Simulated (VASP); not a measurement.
# ZrF (Cmmm) in VASP: notebook, part 2 of 2

VASP 6.6.1. Earlier steps stand in the parts before.

### Step 4. Relaxation of cell and atoms, PBE

The input, INCAR:

```
ALGO     = Normal         # electronic algorithm
EDIFF    = 1E-7           # SCF threshold, eV
EDIFFG   = -0.04          # ionic threshold
ENCUT    = 600            # plane-wave cutoff, eV
GGA      = PE             # functional
IBRION   = 2              # ionic algorithm
ISIF     = 3              # what is computed and relaxed
ISMEAR   = 0              # smearing method
LASPH    = T              # aspherical terms in the spheres
LCHARG   = F              # write CHGCAR
LREAL    = F              # projectors in reciprocal space
LWAVE    = F              # write WAVECAR
NELM     = 60             # most SCF steps
NSW      = 90             # ionic steps
PREC     = Accurate       # precision mode
SIGMA    = 0.1            # smearing width, eV
```

The input, KPOINTS:

```
k-points
0
Gamma
  8 8 4
```

The input, POSCAR:

```
ZrF
1.0
    1.4702465500     -2.0800399700      0.0000000000
    1.4702465500      2.0800399700      0.0000000000
    0.0000000000      0.0000000000      4.1768328700
Zr F
1 1
Direct
    0.5000000000      0.5000000000      0.5000000000
    0.0000000000      0.0000000000      0.0000000000
```

The run is started by

```sh
> cat potpaw_PBE.64/Zr_sv/POTCAR potpaw_PBE.64/F/POTCAR > POTCAR
> mpirun -np 1 vasp_std > vasp.out
```

Run time: 1.8 min. Hardware: 1 thread of Intel Xeon 6975P-C (Granite Rapids), shared host; peak memory 0.16 GiB.

The run converged. Its results:

| Quantity | Value |
| --- | --- |
| Free energy | -13.4656 eV |
| Relaxed volume | 15.22 Å³/atom |
| Relaxed cell | a = 3.164 Å, b = 3.164 Å, c = 3.912 Å, α = 90.00°, β = 90.00°, γ = 128.98° |
| Space group after relaxing (to 0.05 Å) | Cmmm (No. 65) |
| Energy gained by relaxing | 644.1 meV/atom |
| Ionic steps | 13 |
| Pressure after relaxing | 0.0 GPa |

Stress tensor (GPa, compression positive):
```
-0.16  0.00  0.00
 0.00  0.04  0.00
 0.00  0.00  0.16
```

The path:
```
step  energy change (eV)  largest force (eV/Å)  pressure (GPa)  volume (Å³)
   1              0.0000                0.0000           24.95        25.55
   2             -0.7286                0.0000           -6.90        33.16
   3             -0.7742                0.0000           -1.92        31.02
   4             -0.7753                0.0000           -2.71        31.34
   5             -0.9211                0.0000           -1.28        30.70
   6             -1.2026                0.0000           11.82        28.17
   7             -1.2025                0.0000            4.05        29.28
   8             -1.2347                0.0000            7.42        28.73
   9             -1.2599                0.0000            0.04        30.50
  10             -1.2782                0.0000            2.81        29.84
  11             -1.2876                0.0000           -0.41        30.54
  12             -1.2879                0.0000            0.08        30.42
  13             -1.2881                0.0000            0.01        30.44
```

Final structure:
```
Zr F
1.0
     1.36267   -2.85567    0.00000
     1.36267    2.85567    0.00000
     0.00000    0.00000    3.91160
Zr F
1 1
Cartesian
  1.3627 0.0000 1.9558
  0.0000 0.0000 0.0000
```

Levels at points of the mesh, in eV from the Fermi level:
```csv
k point,band 8,band 9,band 10,band 11,band 12,band 13
"(0.00, 0.00, 0.00)",-6.97,-4.04,-1.53,1.01,2.71,2.85
"(0.50, 0.00, 0.00)",-7.50,-2.35,1.50,3.21,3.86,3.95
"(0.50, 0.50, 0.00)",-7.13,-2.84,-1.18,2.05,2.65,3.50
"(0.00, 0.00, 0.50)",-7.07,-3.26,-0.82,2.35,2.79,2.99
"(0.50, 0.00, 0.50)",-7.22,-2.93,-0.59,1.65,2.75,5.33
"(0.50, 0.50, 0.50)",-7.45,-2.04,-0.16,2.28,4.50,4.57
```

Caveat: the k points lie up to 0.40 Å⁻¹ apart in the final cell; the volume moved by over 15 % at a fixed basis, so the end points are rough; an odd number of electrons without spin polarisation forces a metal; a magnetic or distorted state may lie lower.

### Step 5. Single point, PBE

This run uses another cell than the first one, of 16.28 Å³/atom, 1.274 times its volume.

The input, INCAR:

```
PREC = Accurate ; ENCUT = 520
EDIFF = 1E-7 ; ISMEAR = 0
SIGMA = 0.1 ; LREAL = F
LASPH = T ; NELM = 100
ALGO = Normal ; ISIF = 2
LWAVE = F ; LCHARG = F
GGA = PE ; NBANDS = 16
```

The input, KPOINTS:

```
Automatic mesh
0
Gamma
  22 22 14
```

The input, POSCAR:

```
ZrF
1.0
    1.3688139406     -3.0567779811      0.0000000000
    1.3688139406      3.0567779811      0.0000000000
    0.0000000000      0.0000000000      3.8904146328
Zr F
1 1
Direct
    0.5000000000      0.5000000000      0.5000000000
    0.0000000000      0.0000000000      0.0000000000
```

The run is started by

```sh
> cat potpaw_PBE.64/Zr_sv/POTCAR potpaw_PBE.64/F/POTCAR > POTCAR
> mpirun -np 1 vasp_std > vasp.out
```

Run time: 4.3 min. Hardware: 1 thread of Intel Xeon 6975P-C (Granite Rapids), shared host; peak memory 0.61 GiB.

Results (log left out):

```
Free energy : -13.6588 eV
Pressure    : 0.0 GPa
```

Stress tensor (GPa, compression positive):
```
 0.07  0.00  0.00
 0.00 -0.21  0.00
 0.00  0.00  0.13
```

Levels at points of the mesh, in eV from the Fermi level:
| k point | band 6 | band 7 | band 8 | band 9 | band 10 | band 11 | band 12 | band 13 | band 14 | band 15 |
| --- | --- | --- | --- | --- | --- | --- | --- | --- | --- | --- |
| (0.00, 0.00, 0.00) | -8.21 | -7.20 | -7.09 | -3.95 | -1.81 | 0.96 | 2.23 | 3.03 | 3.70 | 7.59 |
| (0.50, 0.00, 0.00) | -9.57 | -9.40 | -7.57 | -2.03 | 1.59 | 3.03 | 3.52 | 3.57 | 4.22 | 9.99 |
| (0.50, 0.50, 0.00) | -8.30 | -8.09 | -7.16 | -2.70 | -0.84 | 1.78 | 1.80 | 3.43 | 5.00 | 7.26 |
| (0.00, 0.00, 0.50) | -9.38 | -7.41 | -7.34 | -3.12 | -1.05 | 2.02 | 2.45 | 3.11 | 4.77 | 5.02 |
| (0.50, 0.00, 0.50) | -8.69 | -8.09 | -7.32 | -2.57 | -0.39 | 1.30 | 2.56 | 4.45 | 5.27 | 7.77 |
| (0.50, 0.50, 0.50) | -9.18 | -8.68 | -7.50 | -1.89 | -0.12 | 1.63 | 4.12 | 4.53 | 5.03 | 8.74 |

Caveat: an odd number of electrons without spin polarisation forces a metal; a magnetic or distorted state may lie lower.

### Step 6. Overview

```tsv
task	cell	k mesh	cutoff (eV)	gap on the mesh (eV)	pressure (GPa)
single point	a = 2.547, b = 2.547, c = 4.177 Å, angles 90.0, 90.0, 109.5°, 2 atoms	8 × 8 × 4	520	none	25.0
single point	a = 3.358, b = 3.358, c = 3.909 Å, angles 90.0, 90.0, 132.4°, 2 atoms	8 × 8 × 4	520	none	0.1
relaxation of cell and atoms	relaxed from a = 2.547, b = 2.547, c = 4.177 Å, angles 90.0, 90.0, 109.5°, 2 atoms	8 × 8 × 4	600	none	0.0
single point	a = 3.349, b = 3.349, c = 3.890 Å, angles 90.0, 90.0, 131.8°, 2 atoms	22 × 22 × 14	520	none	0.0
```

Alike in all rows: level PBE; potentials or basis VASP PAW PBE potentials, release 64 (Zr_sv, F); no spin polarisation; smearing gaussian 0.1 eV.

Caveats: some runs use coarse meshes; an odd number of electrons without spin polarisation forces a metal; a magnetic or distorted state may lie lower; the volume moved by over 15 % at a fixed basis, so the end points are rough (some runs).

Absolute energies hang on the potentials; compare differences alone.
